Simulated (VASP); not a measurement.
# LiO3 (ReO3 type) (Pm-3m) in VASP: a series of runs

Runs on LiO3 (ReO3 type). Level: PBE. Tasks: single point.

Everything below comes from runs of VASP 6.6.1. Logs are shortened: lines on timing, memory, paths and dates and some standing lists are left out, and cuts for length are marked.

### Step 1. The cell of the first run

The structure is cubic, space group Pm-3m (No. 221). Conventional cell: a = 3.585 Å, b = 3.585 Å, c = 3.585 Å, α = 90.00°, β = 90.00°, γ = 90.00°. Within 2.4 Å of Li (site symmetry m-3m) lie 6 O at 1.79 Å. Within 2.4 Å of O (site symmetry 4/mmm) lie 2 Li at 1.79 Å.

### Step 2. Single point, PBE

Input file INCAR:

```
ALGO = Normal
EDIFF = 1E-7
ENCUT = 520
GGA = PE
ISIF = 2
ISMEAR = -1
LASPH = True
LCHARG = False
LREAL = False
LWAVE = False
NBANDS = 18
NELM = 60
PREC = Accurate
SIGMA = 0.06122561905347299
```

Input file KPOINTS:

```
k-points
0
Gamma
  15 15 15
```

Input file POSCAR:

```
LiO3
1.0
    3.5847582681      0.0000000000      0.0000000000
    0.0000000000      3.5847582681      0.0000000000
    0.0000000000      0.0000000000      3.5847582681
Li O
1 3
Direct
    0.0000000000      0.0000000000      0.0000000000
    0.5000000000      0.0000000000      0.0000000000
    0.0000000000      0.5000000000      0.0000000000
    0.0000000000      0.0000000000      0.5000000000
```

Potentials or basis: VASP PAW PBE potentials, release 64 (Li_sv, O).

Run with:

```console
$ cat potpaw_PBE.64/Li_sv/POTCAR potpaw_PBE.64/O/POTCAR > POTCAR
$ mpirun -np 1 vasp_std > vasp.out
```

OUTCAR:

```text
EDIFF = 1E-7
   ENCUT = 520
   GGA = PE
   ISIF = 2
   ISMEAR = -1
   LASPH = True
   LREAL = False
   NELM = 60
   PREC = Accurate

 ion  position               nearest neighbor table
   1  0.000  0.000  0.000-   2 1.79   3 1.79   4 1.79   4 1.79   3 1.79   2 1.79
   2  0.500  0.000  0.000-   1 1.79   1 1.79
   3  0.000  0.500  0.000-   1 1.79   1 1.79
   4  0.000  0.000  0.500-   1 1.79   1 1.79

  LATTYP: Found a simple cubic cell.
 ALAT       =     3.5847582681

  Lattice vectors:

 A1 = (   3.5847582681,   0.0000000000,   0.0000000000)
 A2 = (   0.0000000000,   3.5847582681,   0.0000000000)
 A3 = (   0.0000000000,   0.0000000000,   3.5847582681)

Analysis of symmetry for initial positions (statically):
=====================================================================
 Subroutine PRICEL returns:
 Original cell was already a primitive cell.

 Routine SETGRP: Setting up the symmetry group for a
 simple cubic supercell.

 Subroutine GETGRP returns: Found 48 space group operations
 (whereof 48 operations were pure point group operations)
 out of a pool of 48 trial point group operations.

The static configuration has the point symmetry O_h .

Analysis of symmetry for dynamics (positions and initial velocities):
=====================================================================
 Subroutine PRICEL returns:
 Original cell was already a primitive cell.

 Routine SETGRP: Setting up the symmetry group for a
 simple cubic supercell.

 Subroutine GETGRP returns: Found 48 space group operations
 (whereof 48 operations were pure point group operations)
 out of a pool of 48 trial point group operations.

The dynamic configuration has the point symmetry O_h .

 Subroutine INISYM returns: Found 48 space group operations
 (whereof 48 operations are pure point group operations),
 and found     1 'primitive' translations

----------------------------------------------------------------------------------------

                                     Primitive cell

  volume of cell :      46.0659

  direct lattice vectors                    reciprocal lattice vectors
     3.584758268  0.000000000  0.000000000     0.278958838  0.000000000  0.000000000
     0.000000000  3.584758268  0.000000000     0.000000000  0.278958838  0.000000000
     0.000000000  0.000000000  3.584758268     0.000000000  0.000000000  0.278958838

  length of vectors
     3.584758268  3.584758268  3.584758268     0.278958838  0.278958838  0.278958838

  position of ions in fractional coordinates (direct lattice)
     0.000000000  0.000000000  0.000000000
     0.500000000  0.000000000  0.000000000
     0.000000000  0.500000000  0.000000000
     0.000000000  0.000000000  0.500000000

  ion indices of the primitive-cell ions
   primitive index   ion index
                 1           1
                 2           2
                 3           3
                 4           4

----------------------------------------------------------------------------------------

 KPOINTS: k-points

Automatic generation of k-mesh.
 Grid dimensions read from file:
 generate k-points for:   15   15   15

 Generating k-lattice:

  Cartesian coordinates                     Fractional coordinates (reciprocal lattice)
     0.018597256  0.000000000  0.000000000     0.066666667  0.000000000  0.000000000
     0.000000000  0.018597256  0.000000000     0.000000000  0.066666667  0.000000000
     0.000000000  0.000000000  0.018597256     0.000000000  0.000000000  0.066666667

  Length of vectors
     0.018597256  0.018597256  0.018597256

  Shift w.r.t. Gamma in fractional coordinates (k-lattice)
     0.000000000  0.000000000  0.000000000

 Subroutine IBZKPT returns following result:
 ===========================================

 Found    120 irreducible k-points:

 Following reciprocal coordinates:
            Coordinates               Weight
  0.000000  0.000000  0.000000      1.000000
  0.066667  0.000000  0.000000      6.000000
  0.133333  0.000000  0.000000      6.000000
  0.200000  0.000000  0.000000      6.000000
  0.266667  0.000000  0.000000      6.000000
  0.333333  0.000000  0.000000      6.000000
[... 16 lines left out ...]
  0.266667  0.200000  0.000000     24.000000
  0.333333  0.200000  0.000000     24.000000
 [... further k-points ...]
   k-points           NKPTS =    120   k-points in BZ     NKDIM =    120   number of bands    NBANDS=     18
   number of dos      NEDOS =    301   number of ions     NIONS =      4
   total plane-waves  NPLWV =  21952
   dimension x,y,z NGX =    28 NGY =   28 NGZ =   28
   dimension x,y,z NGXF=    56 NGYF=   56 NGZF=   56
   ions per type =               1   3
   NGX,Y,Z   is equivalent  to a cutoff of  12.99, 12.99, 12.99 a.u.
   NGXF,Y,Z  is equivalent  to a cutoff of  25.97, 25.97, 25.97 a.u.
 SYSTEM =  unknown system
   PREC   = accura    normal or accurate (medium, high low for compatibility)
   ISTART =      0    job   : 0-new  1-cont  2-samecut
   ICHARG =      2    charge: 1-file 2-atom 10-const
   ISPIN  =      1    spin polarized calculation?
   LNONCOLLINEAR =      F non collinear calculations
   LSORBIT =      F    spin-orbit coupling
   LASPH  =      T    aspherical Exc in radial PAW
   ENCUT  =  520.0 eV  38.22 Ry    6.18 a.u.   6.67  6.67  6.67*2*pi/ulx,y,z
   NELM   =     60;   NELMIN=  2; NELMDL= -5     # of ELM steps
   EDIFF  = 0.1E-06   stopping-criterion for ELM
   LREAL  =      F    real-space projection
   EDIFFG = 0.1E-05   stopping-criterion for IOM
   NSW    =      0    number of steps for IOM
   IBRION =     -1    ionic relax: 0-MD 1-quasi-New 2-CG
   NFREE  =      0    steps in history (QN), initial steepest desc. (CG)
   ISIF   =      2    stress and relaxation
   ISYM   =      2    0-nonsym 1-usesym 2-fastsym
   POTIM  = 0.5000    time-step for ionic-motion
   TEBEG  =    0.0;   TEEND  =   0.0 temperature during run
   PSTRESS=    0.0 pullay stress
   NELECT =      21.0000    total number of electrons
   NUPDOWN=      -1.0000    fix difference up-down
   EMIN   =  10.00;   EMAX   =-10.00  energy-range for DOS
   EFERMI =   0.00;   METHOD = LEGACY
   ISMEAR =    -1;   SIGMA  =   0.06  broadening in eV -4-tet -1-fermi 0-gaus
   EFERMI_NEDOS =   21; number of points for ismear=-14 and -15
   IALGO  =     38    algorithm
   IMIX   =      4    mixing-type and parameters
     AMIX     =   0.40;   BMIX     =  1.00
     AMIX_MAG =   1.60;   BMIX_MAG =  1.00
  volume/ion in A,a.u.               =      11.52        77.72
  Fermi-wavevector in a.u.,A,eV,Ry     =   1.259954  2.380968 21.599035  1.587484
  Thomas-Fermi vector in A             =   2.393488
   LORBIT       =      0    0 simple, 1 ext, 2 COOP (PROOUT), +10 PAW based schemes
   GGA     = PE    functional components
   LHFCALC =     F    Hartree Fock is set to
   AEXX    =    0.0000 exact exchange contribution
   IVDW    =     0    specifies the selected vdW correction
   LEPSILON=     F    determine dielectric tensor
   LRPA    =     F    only Hartree local field effects (RPA)
 non-spin polarized calculation
  energy-cutoff  :      520.00
  volume of cell :       46.07
 maximum number of plane-waves:      1261
 NGX is ok and might be reduce to    28
   NGX = 13   NGY = 13   NGZ = 13

 number of electron      21.0000020 magnetization

 Free energy of the ion-electron system (eV)
  ---------------------------------------------------
  ext. energy  EPLUGINS =         0.00000000
  ---------------------------------------------------
  free energy    TOTEN  =       -12.32437839 eV

  energy without entropy =      -12.24956992  energy(sigma->0) =      -12.28697416

 E-fermi :  -2.1976     XC(G=0):  -8.9978

 val. band max:       -2.2074193382   @ k =   0.2000   0.1333   0.1333
 cond. band min:      -2.1960594811   @ k =   0.4667   0.1333   0.0667
 fundamental gap:      0.0113598571
 Fermi energy:        -2.1976427895

 k-point     1 :       0.0000    0.0000    0.0000
  band No.  band energies     occupation
      1     -43.1351      2.00000
      2     -19.4877      2.00000
      3     -17.5240      2.00000
      4     -17.5240      2.00000
      5      -5.5451      2.00000
      6      -5.5451      2.00000
[... 10 lines left out ...]
     17      18.0444      0.00000
     18      18.0760      0.00000

 k-point     2 :       0.0667    0.0000    0.0000
  band No.  band energies     occupation
      1     -43.1349      2.00000
      2     -19.4725      2.00000
      3     -17.5529      2.00000
      4     -17.5225      2.00000
      5      -5.5249      2.00000
      6      -5.5249      2.00000
[... 10 lines left out ...]
     17      17.8489      0.00000
     18      17.8491      0.00000

 k-point     3 :       0.1333    0.0000    0.0000
  band No.  band energies     occupation
      1     -43.1344      2.00000
      2     -19.4274      2.00000
      3     -17.6364      2.00000
      4     -17.5183      2.00000
      5      -5.4658      2.00000
      6      -5.4658      2.00000
[... 10 lines left out ...]
     17      17.5991      0.00000
     18      17.6001      0.00000

 k-point     4 :       0.2000    0.0000    0.0000
  band No.  band energies     occupation
      1     -43.1335      2.00000
      2     -19.3536      2.00000
      3     -17.7655      2.00000
      4     -17.5120      2.00000
      5      -5.3729      2.00000
      6      -5.3729      2.00000
[... 10 lines left out ...]
     17      17.3554      0.00000
     18      17.3733      0.00000

 k-point     5 :       0.2667    0.0000    0.0000
  band No.  band energies     occupation
      1     -43.1325      2.00000
      2     -19.2531      2.00000
      3     -17.9279      2.00000
      4     -17.5044      2.00000
      5      -5.2552      2.00000
      6      -5.2552      2.00000
[... 10 lines left out ...]
     17      17.1406      0.00000
     18      17.1406      0.00000

 k-point     6 :       0.3333    0.0000    0.0000
  band No.  band energies     occupation
      1     -43.1315      2.00000
      2     -19.1306      2.00000
      3     -18.1083      2.00000
      4     -17.4973      2.00000
      5      -5.1283      2.00000
      6      -5.1283      2.00000
[... 10 lines left out ...]
     17      16.9688      0.00000
     18      16.9688      0.00000

 k-point     7 :       0.4000    0.0000    0.0000
  band No.  band energies     occupation
      1     -43.1307      2.00000
      2     -18.9959      2.00000
      3     -18.2876      2.00000
      4     -17.4919      2.00000
      5      -5.0154      2.00000
      6      -5.0154      2.00000
[... 10 lines left out ...]
     17      16.8500      0.00000
     18      17.0400      0.00000

 k-point     8 :       0.4667    0.0000    0.0000
  band No.  band energies     occupation
      1     -43.1303      2.00000
      2     -18.8824      2.00000
      3     -18.4251      2.00000
      4     -17.4887      2.00000
      5      -4.9467      2.00000
      6      -4.9467      2.00000
[... 10 lines left out ...]
     17      16.7895      0.00000
     18      17.2527      0.00000
[... 229 lines left out ...]
     17      16.8812      0.00000
     18      17.0635      0.00000

 k-point    20 :       0.4000    0.1333    0.0000
  band No.  band energies     occupation
      1     -43.1300      2.00000
      2     -18.9504      2.00000
      3     -18.2795      2.00000
      4     -17.5706      2.00000
      5      -4.9893      2.00000
      6      -4.9289      2.00000
[... 10 lines left out ...]
     17      16.7844      0.00000
     18      17.2946      0.00000

 k-point    21 :       0.4667    0.1333    0.0000
  band No.  band energies     occupation
      1     -43.1295      2.00000
      2     -18.8387      2.00000
      3     -18.4133      2.00000
      4     -17.5676      2.00000
      5      -4.8888      2.00000
      6      -4.8583      2.00000
[... 10 lines left out ...]
     17      16.7346      0.00000
     18      17.4922      0.00000

 k-point    22 :       0.2000    0.2000    0.0000
  band No.  band energies     occupation
      1     -43.1319      2.00000
      2     -19.2292      2.00000
      3     -17.8441      2.00000
      4     -17.6356      2.00000
      5      -5.3292      2.00000
      6      -5.1971      2.00000
[... 10 lines left out ...]
     17      16.8109      0.00000
     18      17.0431      0.00000

 k-point    23 :       0.2667    0.2000    0.0000
  band No.  band energies     occupation
      1     -43.1308      2.00000
      2     -19.1358      2.00000
      3     -17.9599      2.00000
      4     -17.6579      2.00000
      5      -5.2396      2.00000
      6      -5.0761      2.00000
[... 10 lines left out ...]
     17      16.8359      0.00000
     18      16.9057      0.00000

 k-point    24 :       0.3333    0.2000    0.0000
  band No.  band energies     occupation
      1     -43.1299      2.00000
      2     -19.0213      2.00000
      3     -18.1120      2.00000
      4     -17.6621      2.00000
      5      -5.1137      2.00000
      6      -4.9444      2.00000
[... 10 lines left out ...]
     17      16.7924      0.00000
     18      16.9643      0.00000

 [... further k-points ...]
[... 5 lines left out ...]
  --------------------------------------------------------------------------------------
  -------------------------------------------------------------------------------------
  Total        0.0485408      0.0485408      0.0485408     -0.0000000      0.0000000     -0.0000000
  in kB        1.6882535      1.6882535      1.6882535     -0.0000000      0.0000000     -0.0000000
  external PRESSURE =       1.6882535 kB  Pullay stress =       0.0000000 kB

 VOLUME and BASIS-vectors are now :
 -----------------------------------------------------------------------------
  energy-cutoff  :      520.00
  volume of cell :       46.07
      direct lattice vectors                 reciprocal lattice vectors
     3.584758268  0.000000000  0.000000000     0.278958838  0.000000000  0.000000000
     0.000000000  3.584758268  0.000000000     0.000000000  0.278958838  0.000000000
     0.000000000  0.000000000  3.584758268     0.000000000  0.000000000  0.278958838

 POSITION                                       TOTAL-FORCE (eV/Angst)
 -----------------------------------------------------------------------------------
      0.00000      0.00000      0.00000         0.000000      0.000000      0.000000
      1.79238      0.00000      0.00000         0.000000      0.000000      0.000000
      0.00000      1.79238      0.00000         0.000000      0.000000      0.000000
      0.00000      0.00000      1.79238         0.000000      0.000000      0.000000
 -----------------------------------------------------------------------------------
    total drift:                                0.000000      0.000000     -0.000000

  FREE ENERGIE OF THE ION-ELECTRON SYSTEM (eV)
  ---------------------------------------------------
  free  energy   TOTEN  =       -12.3243783867 eV

  energy  without entropy=      -12.2495699249  energy(sigma->0) =      -12.28697416
```

Wall time 1.8 min (1 thread of Intel Xeon 8259CL, shared host); peak memory 0.2 GiB.

What came out:

| Item | Value |
| --- | --- |
| Free energy | -12.3244 eV |
| Band gap on the k mesh | zero (an odd number of electrons rules out a gap without spin polarisation) |

Levels at points of the mesh, in eV from the Fermi level:
```tsv
k point	band 9	band 10	band 11	band 12	band 13	band 14
(0.00, 0.00, 0.00)	-0.22	-0.22	0.42	0.42	0.42	9.53
```

Caveat: the cutoff is under 1.25 times the usual one of these potentials, so pressure, stress and relaxed cells hold a basis-set (Pulay) error; an odd number of electrons without spin polarisation forces a metal; a magnetic or distorted state may lie lower.

### Step 3. Single point, PBE

Input file INCAR:

```
SYSTEM = LiO3
ALGO = Normal
EDIFF = 1E-7
ENCUT = 520
GGA = PE
ISIF = 2
ISMEAR = -1
LASPH = .TRUE.
LCHARG = .FALSE.
LREAL = .FALSE.
LWAVE = .FALSE.
NBANDS = 18
NELM = 80
PREC = Accurate
SIGMA = 0.06122561905347299
```

Input file KPOINTS:

```
k-points
0
G
  15 15 15
  0 0 0
```

POSCAR is that of step 2.

Potentials or basis: VASP PAW PBE potentials, release 64 (Li_sv, O).

Run with:

```console
$ cat potpaw_PBE.64/Li_sv/POTCAR potpaw_PBE.64/O/POTCAR > POTCAR
$ mpirun -np 1 vasp_std > vasp.out
```

Wall time 1.8 min (1 thread of Intel Xeon 8259CL, shared host); peak memory 0.2 GiB.

It converged, with:

```
Free energy            : -12.3244 eV
Band gap on the k mesh : zero (an odd number of electrons rules out a gap without spin polarisation)
```

Levels at points of the mesh, in eV from the Fermi level:
```csv
k point,band 7,band 8,band 9,band 10,band 11,band 12,band 13,band 14,band 15,band 16
"(0.00, 0.00, 0.00)",-3.35,-0.22,-0.22,-0.22,0.42,0.42,0.42,9.53,17.41,17.41
```

Caveat: the cutoff is under 1.25 times the usual one of these potentials, so pressure, stress and relaxed cells hold a basis-set (Pulay) error; an odd number of electrons without spin polarisation forces a metal; a magnetic or distorted state may lie lower.

### Step 4. Single point, PBE

This run uses another cell than the first one, of 11.75 Å³/atom.

Input file INCAR:

```
  PREC = Accurate
  ENCUT = 520
  EDIFF = 1E-6
  ISMEAR = -1
  SIGMA = 0.06122561905347299
  LREAL = False
  LASPH = True
  NELM = 80
  ALGO = Normal
  ISIF = 2
  LWAVE = False
  LCHARG = True
  GGA = PE
  LELF = True
  LVHAR = True
  NBANDS = 18
```

Input file KPOINTS:

```
regular mesh
0
Gamma
  15 15 15
```

Input file POSCAR:

```
LiO3
1.0
    3.6084990810      0.0000000000      0.0000000000
    0.0000000000      3.6084990810      0.0000000000
    0.0000000000      0.0000000000      3.6084990810
Li O
1 3
Direct
    0.0000000000      0.0000000000      0.0000000000
    0.5000000000      0.0000000000      0.0000000000
    0.0000000000      0.5000000000      0.0000000000
    0.0000000000      0.0000000000      0.5000000000
```

Run with:

```console
$ cat potpaw_PBE.64/Li_sv/POTCAR potpaw_PBE.64/O/POTCAR > POTCAR
$ mpirun -np 1 vasp_std > vasp.out
```

Run time: 2 min. Hardware: 1 thread of Intel Xeon 8259CL, shared host; peak memory 0.21 GiB.

The run converged. Its results:

| Quantity | Value |
| --- | --- |
| Free energy | -12.3240 eV |
| Band gap on the k mesh | zero (an odd number of electrons rules out a gap without spin polarisation) |

Levels at points of the mesh, in eV from the Fermi level:
| k point | band 8 | band 9 | band 10 | band 11 | band 12 | band 13 | band 14 | band 15 |
| --- | --- | --- | --- | --- | --- | --- | --- | --- |
| (0.00, 0.00, 0.00) | -0.21 | -0.21 | -0.21 | 0.41 | 0.41 | 0.41 | 9.47 | 17.31 |

Caveat: the cutoff is under 1.25 times the usual one of these potentials, so pressure, stress and relaxed cells hold a basis-set (Pulay) error; an odd number of electrons without spin polarisation forces a metal; a magnetic or distorted state may lie lower.
